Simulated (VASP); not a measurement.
# Al (Fm-3m) in VASP: single point with PBE

Aim: the single point of Al with PBE.

Everything below comes from runs of VASP 6.6.1. Logs are shortened: lines on timing, memory, paths and dates and some standing lists are left out, and cuts for length are marked.

## (1) The cell of the first run

It takes space group Fm-3m (No. 225, cubic). The conventional cell has a = 4.050 Å, b = 4.050 Å, c = 4.050 Å, α = 90.00°, β = 90.00°, γ = 90.00°. Within 3.8 Å of Al (site symmetry m-3m) lie 12 Al at 2.86 Å.

## (2) Single point, PBE

File INCAR:

```
SYSTEM = Al
PREC = Accurate
ENCUT = 500
EDIFF = 1E-6
ISMEAR = -1
SIGMA = 0.1
LREAL = .False.
LASPH = .True.
NELM = 120
ALGO = Normal
ISIF = 2
LWAVE = .False.
LCHARG = .True.
GGA = PE
LELF = .True.
LVHAR = .True.
NBANDS = 8
GGA_COMPAT = .False.
```

File KPOINTS:

```
Automatic mesh
0
Gamma
  12 12 12
  0 0 0
```

File POSCAR:

```
Al
1.0
    0.0000000000      2.0250000000      2.0250000000
    2.0250000000      0.0000000000      2.0250000000
    2.0250000000      2.0250000000      0.0000000000
Al
1
Direct
    0.0000000000      0.0000000000      0.0000000000
```

Potentials or basis: VASP PAW PBE potentials, release 64 (Al).

Command:

```bash
cat potpaw_PBE.64/Al/POTCAR > POTCAR
mpirun -np 1 vasp_std > vasp.out
```

OUTCAR:

```text
SYSTEM = Al
   PREC = Accurate
   ENCUT = 500
   EDIFF = 1E-6
   ISMEAR = -1
   LREAL = .False.
   LASPH = .True.
   NELM = 120
   ISIF = 2
   GGA = PE

 ion  position               nearest neighbor table
   1  0.000  0.000  0.000-

  LATTYP: Found a face centered cubic cell.
 ALAT       =     4.0500000000

  Lattice vectors:

 A1 = (   0.0000000000,   2.0250000000,   2.0250000000)
 A2 = (   2.0250000000,   0.0000000000,   2.0250000000)
 A3 = (   2.0250000000,   2.0250000000,   0.0000000000)

Analysis of symmetry for initial positions (statically):
=====================================================================
 Subroutine PRICEL returns:
 Original cell was already a primitive cell.

 Routine SETGRP: Setting up the symmetry group for a
 face centered cubic supercell.

 Subroutine GETGRP returns: Found 48 space group operations
 (whereof 48 operations were pure point group operations)
 out of a pool of 48 trial point group operations.

The static configuration has the point symmetry O_h .

Analysis of symmetry for dynamics (positions and initial velocities):
=====================================================================
 Subroutine PRICEL returns:
 Original cell was already a primitive cell.

 Routine SETGRP: Setting up the symmetry group for a
 face centered cubic supercell.

 Subroutine GETGRP returns: Found 48 space group operations
 (whereof 48 operations were pure point group operations)
 out of a pool of 48 trial point group operations.

The dynamic configuration has the point symmetry O_h .

 Subroutine INISYM returns: Found 48 space group operations
 (whereof 48 operations are pure point group operations),
 and found     1 'primitive' translations

----------------------------------------------------------------------------------------

                                     Primitive cell

  volume of cell :      16.6075

  direct lattice vectors                    reciprocal lattice vectors
     0.000000000  2.025000000  2.025000000    -0.246913580  0.246913580  0.246913580
     2.025000000  0.000000000  2.025000000     0.246913580 -0.246913580  0.246913580
     2.025000000  2.025000000  0.000000000     0.246913580  0.246913580 -0.246913580

  length of vectors
     2.863782464  2.863782464  2.863782464     0.427666866  0.427666866  0.427666866

  position of ions in fractional coordinates (direct lattice)
     0.000000000  0.000000000  0.000000000

  ion indices of the primitive-cell ions
   primitive index   ion index
                 1           1

----------------------------------------------------------------------------------------

 KPOINTS: Automatic mesh

Automatic generation of k-mesh.
 Grid dimensions read from file:
 generate k-points for:   12   12   12

 Generating k-lattice:

  Cartesian coordinates                     Fractional coordinates (reciprocal lattice)
    -0.020576132  0.020576132  0.020576132     0.083333333  0.000000000  0.000000000
     0.020576132 -0.020576132  0.020576132     0.000000000  0.083333333  0.000000000
     0.020576132  0.020576132 -0.020576132     0.000000000  0.000000000  0.083333333

  Length of vectors
     0.035638906  0.035638906  0.035638906

  Shift w.r.t. Gamma in fractional coordinates (k-lattice)
     0.000000000  0.000000000  0.000000000

 Subroutine IBZKPT returns following result:
 ===========================================

 Found     72 irreducible k-points:

 Following reciprocal coordinates:
            Coordinates               Weight
  0.000000  0.000000  0.000000      1.000000
  0.083333  0.000000  0.000000      8.000000
  0.166667  0.000000  0.000000      8.000000
  0.250000  0.000000  0.000000      8.000000
  0.333333  0.000000  0.000000      8.000000
  0.416667  0.000000  0.000000      8.000000
[... 16 lines left out ...]
  0.500000  0.166667  0.000000     24.000000
 -0.416667  0.166667  0.000000     24.000000
 [... further k-points ...]
   k-points           NKPTS =     72   k-points in BZ     NKDIM =     72   number of bands    NBANDS=      8
   number of dos      NEDOS =    301   number of ions     NIONS =      1
   total plane-waves  NPLWV =  13824
   dimension x,y,z NGX =    24 NGY =   24 NGZ =   24
   dimension x,y,z NGXF=    48 NGYF=   48 NGZF=   48
   ions per type =               1
   NGX,Y,Z   is equivalent  to a cutoff of  13.93, 13.93, 13.93 a.u.
   NGXF,Y,Z  is equivalent  to a cutoff of  27.86, 27.86, 27.86 a.u.
 SYSTEM =  Al
   PREC   = accura    normal or accurate (medium, high low for compatibility)
   ISTART =      0    job   : 0-new  1-cont  2-samecut
   ICHARG =      2    charge: 1-file 2-atom 10-const
   ISPIN  =      1    spin polarized calculation?
   LNONCOLLINEAR =      F non collinear calculations
   LSORBIT =      F    spin-orbit coupling
   LASPH  =      T    aspherical Exc in radial PAW
   ENCUT  =  500.0 eV  36.75 Ry    6.06 a.u.   5.22  5.22  5.22*2*pi/ulx,y,z
   NELM   =    120;   NELMIN=  2; NELMDL= -5     # of ELM steps
   EDIFF  = 0.1E-05   stopping-criterion for ELM
   LREAL  =      F    real-space projection
   EDIFFG = 0.1E-04   stopping-criterion for IOM
   NSW    =      0    number of steps for IOM
   IBRION =     -1    ionic relax: 0-MD 1-quasi-New 2-CG
   NFREE  =      0    steps in history (QN), initial steepest desc. (CG)
   ISIF   =      2    stress and relaxation
   ISYM   =      2    0-nonsym 1-usesym 2-fastsym
   POTIM  = 0.5000    time-step for ionic-motion
   TEBEG  =    0.0;   TEEND  =   0.0 temperature during run
   PSTRESS=    0.0 pullay stress
   NELECT =       3.0000    total number of electrons
   NUPDOWN=      -1.0000    fix difference up-down
   EMIN   =  10.00;   EMAX   =-10.00  energy-range for DOS
   EFERMI =   0.00;   METHOD = LEGACY
   ISMEAR =    -1;   SIGMA  =   0.10  broadening in eV -4-tet -1-fermi 0-gaus
   EFERMI_NEDOS =   21; number of points for ismear=-14 and -15
   IALGO  =     38    algorithm
   IMIX   =      4    mixing-type and parameters
     AMIX     =   0.40;   BMIX     =  1.00
     AMIX_MAG =   1.60;   BMIX_MAG =  1.00
  volume/ion in A,a.u.               =      16.61       112.07
  Fermi-wavevector in a.u.,A,eV,Ry     =   0.925437  1.748822 11.652489  0.856434
  Thomas-Fermi vector in A             =   2.051291
   LORBIT       =      0    0 simple, 1 ext, 2 COOP (PROOUT), +10 PAW based schemes
   GGA     = PE    functional components
   LHFCALC =     F    Hartree Fock is set to
   AEXX    =    0.0000 exact exchange contribution
   IVDW    =     0    specifies the selected vdW correction
   LEPSILON=     F    determine dielectric tensor
   LRPA    =     F    only Hartree local field effects (RPA)
 non-spin polarized calculation
  energy-cutoff  :      500.00
  volume of cell :       16.61
 maximum number of plane-waves:       444
 NGX is ok and might be reduce to    24
   NGX = 11   NGY = 11   NGZ = 11

 number of electron       3.0000000 magnetization

 Free energy of the ion-electron system (eV)
  ---------------------------------------------------
  ext. energy  EPLUGINS =         0.00000000
  ---------------------------------------------------
  free energy    TOTEN  =        -3.75974026 eV

  energy without entropy =       -3.74706283  energy(sigma->0) =       -3.75340155

 E-fermi :   7.8310     XC(G=0): -10.1728

 val. band max:        7.6960708780   @ k =   0.5000   0.2500   0.0833
 cond. band min:       7.8772667130   @ k =  -0.4167   0.4167   0.0833
 fundamental gap:      0.1811958349
 Fermi energy:         7.8309602003

 k-point     1 :       0.0000    0.0000    0.0000
  band No.  band energies     occupation
      1      -3.1568      2.00000
      2      20.5162      0.00000
      3      20.5162      0.00000
      4      20.5162      0.00000
      5      21.9594      0.00000
      6      21.9594      0.00000
      7      21.9594      0.00000
      8      24.3517      0.00000

 k-point     2 :       0.0833    0.0000    0.0000
  band No.  band energies     occupation
      1      -2.9689      2.00000
      2      17.8998      0.00000
      3      19.9386      0.00000
      4      19.9386      0.00000
      5      22.6358      0.00000
      6      22.8234      0.00000
      7      22.8234      0.00000
      8      26.1614      0.00000

 k-point     3 :       0.1667    0.0000    0.0000
  band No.  band energies     occupation
      1      -2.4066      2.00000
      2      14.5497      0.00000
      3      19.2359      0.00000
      4      19.2359      0.00000
      5      22.4559      0.00000
      6      23.8841      0.00000
      7      23.8841      0.00000
      8      25.1474      0.00000

 k-point     4 :       0.2500    0.0000    0.0000
  band No.  band energies     occupation
      1      -1.4743      2.00000
      2      11.3590      0.00000
      3      18.7937      0.00000
      4      18.7937      0.00000
      5      22.2271      0.00000
      6      22.6284      0.00000
      7      22.6284      0.00000
      8      26.6181      0.00000

 k-point     5 :       0.3333    0.0000    0.0000
  band No.  band energies     occupation
      1      -0.1792      2.00000
      2       8.4263      0.00518
      3      18.6544      0.00000
      4      18.6544      0.00000
      5      21.2399      0.00000
      6      21.2399      0.00000
      7      22.2041      0.00000
      8      25.1947      0.00000

 k-point     6 :       0.4167    0.0000    0.0000
  band No.  band energies     occupation
      1       1.4691      2.00000
      2       5.7890      2.00000
      3      18.8274      0.00000
      4      18.8274      0.00000
      5      20.1261      0.00000
      6      20.1261      0.00000
      7      22.4753      0.00000
      8      23.9919      0.00000

 k-point     7 :       0.5000    0.0000    0.0000
  band No.  band energies     occupation
      1       3.3657      2.00000
      2       3.5620      2.00000
      3      19.2740      0.00000
      4      19.2740      0.00000
      5      19.3636      0.00000
      6      19.3636      0.00000
      7      23.0174      0.00000
      8      23.1302      0.00000

 k-point     8 :       0.0833    0.0833    0.0000
  band No.  band energies     occupation
      1      -2.9063      2.00000
      2      18.7909      0.00000
      3      18.7909      0.00000
      4      19.0976      0.00000
      5      21.3891      0.00000
      6      24.0486      0.00000
      7      24.0486      0.00000
      8      24.6370      0.00000

 k-point     9 :       0.1667    0.0833    0.0000
  band No.  band energies     occupation
      1      -2.4689      2.00000
      2      15.7511      0.00000
      3      17.9137      0.00000
      4      19.1950      0.00000
      5      21.7489      0.00000
      6      22.6942      0.00000
      7      24.4297      0.00000
      8      25.4134      0.00000

 k-point    10 :       0.2500    0.0833    0.0000
  band No.  band energies     occupation
      1      -1.6603      2.00000
      2      12.5291      0.00000
      3      17.3438      0.00000
      4      18.8560      0.00000
      5      20.6519      0.00000
      6      23.5484      0.00000
      7      24.3365      0.00000
      8      24.8872      0.00000
[... 78 lines left out ...]
 k-point    18 :      -0.0833    0.0833    0.0000
  band No.  band energies     occupation
      1      -2.6562      2.00000
      2      16.5201      0.00000
      3      17.4574      0.00000
      4      21.0033      0.00000
      5      22.2361      0.00000
      6      23.2475      0.00000
      7      24.2452      0.00000
      8      24.4015      0.00000

 k-point    19 :       0.1667    0.1667    0.0000
  band No.  band energies     occupation
      1      -2.1574      2.00000
      2      16.9059      0.00000
      3      16.9059      0.00000
      4      17.0785      0.00000
      5      20.1413      0.00000
      6      20.3720      0.00000
      7      26.9421      0.00000
      8      26.9421      0.00000

 k-point    20 :       0.2500    0.1667    0.0000
  band No.  band energies     occupation
      1      -1.4743      2.00000
      2      13.9509      0.00000
      3      16.2178      0.00000
      4      17.5280      0.00000
      5      18.3408      0.00000
      6      20.5619      0.00000
      7      27.2519      0.00000
      8      27.5209      0.00000

 k-point    21 :       0.3333    0.1667    0.0000
  band No.  band energies     occupation
      1      -0.4252      2.00000
      2      10.9226      0.00000
      3      15.8502      0.00000
      4      16.5831      0.00000
      5      17.4940      0.00000
      6      22.3744      0.00000
      7      26.0292      0.00000
      8      27.5536      0.00000

 k-point    22 :       0.4167    0.1667    0.0000
  band No.  band energies     occupation
      1       0.9818      2.00000
      2       8.1206      0.10466
      3      15.1934      0.00000
      4      15.8029      0.00000
      5      17.5218      0.00000
      6      24.6238      0.00000
      7      24.8195      0.00000
      8      27.6176      0.00000

 k-point    23 :       0.5000    0.1667    0.0000
  band No.  band energies     occupation
      1       2.7345      2.00000
      2       5.6076      2.00000
      3      14.1250      0.00000
      4      16.0764      0.00000
      5      17.8549      0.00000
      6      23.8466      0.00000
      7      26.1426      0.00000
      8      28.1384      0.00000

 k-point    24 :      -0.4167    0.1667    0.0000
  band No.  band energies     occupation
      1       3.3926      2.00000
      2       4.8374      2.00000
      3      13.3949      0.00000
      4      16.6710      0.00000
      5      18.5188      0.00000
      6      23.1631      0.00000
      7      25.8523      0.00000
      8      28.8340      0.00000

 [... further k-points ...]
[... 5 lines left out ...]
  --------------------------------------------------------------------------------------
  -------------------------------------------------------------------------------------
  Total       -0.0451819     -0.0451819     -0.0451819      0.0000000      0.0000000     -0.0000000
  in kB       -4.3588331     -4.3588331     -4.3588331      0.0000000      0.0000000     -0.0000000
  external PRESSURE =      -4.3588331 kB  Pullay stress =       0.0000000 kB

 VOLUME and BASIS-vectors are now :
 -----------------------------------------------------------------------------
  energy-cutoff  :      500.00
  volume of cell :       16.61
      direct lattice vectors                 reciprocal lattice vectors
     0.000000000  2.025000000  2.025000000    -0.246913580  0.246913580  0.246913580
     2.025000000  0.000000000  2.025000000     0.246913580 -0.246913580  0.246913580
     2.025000000  2.025000000  0.000000000     0.246913580  0.246913580 -0.246913580

 POSITION                                       TOTAL-FORCE (eV/Angst)
 -----------------------------------------------------------------------------------
      0.00000      0.00000      0.00000         0.000000      0.000000      0.000000
 -----------------------------------------------------------------------------------
    total drift:                               -0.000000      0.000000      0.000000

  FREE ENERGIE OF THE ION-ELECTRON SYSTEM (eV)
  ---------------------------------------------------
  free  energy   TOTEN  =        -3.7597402649 eV

  energy  without entropy=       -3.7470628317  energy(sigma->0) =       -3.75340155
```

Run time: 3.3 s. Hardware: 1 thread of Intel Xeon 6975P-C (Granite Rapids), shared host; peak memory 0.13 GiB.

Results:

* Free energy: -3.7597 eV
* Pressure: -0.4 GPa

Levels at points of the mesh, in eV from the Fermi level:
| k point | band 1 | band 2 | band 3 | band 4 | band 5 | band 6 |
| --- | --- | --- | --- | --- | --- | --- |
| (0.00, 0.00, 0.00) | -10.99 | 12.69 | 12.69 | 12.69 | 14.13 | 14.13 |
| (0.50, 0.00, 0.00) | -4.47 | -4.27 | 11.44 | 11.44 | 11.53 | 11.53 |
| (0.50, 0.50, 0.00) | -2.81 | -1.50 | 5.36 | 5.67 | 5.67 | 9.11 |
